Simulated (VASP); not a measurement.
Runs of VASP 6.6.1 on BN. The structure is that of space group P6_3/mmc (No. 194), or close to it. The cells are those of the table. 

```csv
cell,gap on the mesh (eV),pressure (GPa)
"a = 2.512, b = 2.512, c = 8.093 Å, angles 90.0, 90.0, 120.0°, 4 atoms",4.46,0.1
"a = 2.512, b = 2.512, c = 8.177 Å, angles 90.0, 90.0, 120.0°, 4 atoms",4.44,0.1
"a = 2.512, b = 2.512, c = 8.427 Å, angles 90.0, 90.0, 120.0°, 4 atoms",4.38,0.0
"a = 2.512, b = 2.512, c = 8.260 Å, angles 90.0, 90.0, 120.0°, 4 atoms",(b),0.1
"a = 2.512, b = 2.512, c = 8.677 Å, angles 90.0, 90.0, 120.0°, 4 atoms",(a),0.0
```

Alike in all rows: task single point; level PBE; potentials or basis VASP PAW PBE potentials, release 64 (B, N); no spin polarisation; k mesh 12 × 12 × 4; cutoff (eV) 520; smearing gaussian 0.05 eV.

Q: Estimate the missing entries.

A: (a) 4.32; (b) 4.42.

Caveats: this functional lacks dispersion, which binds the layers, so the pressure and a relaxed spacing across them are unreliable.

A k mesh can miss the band edges.
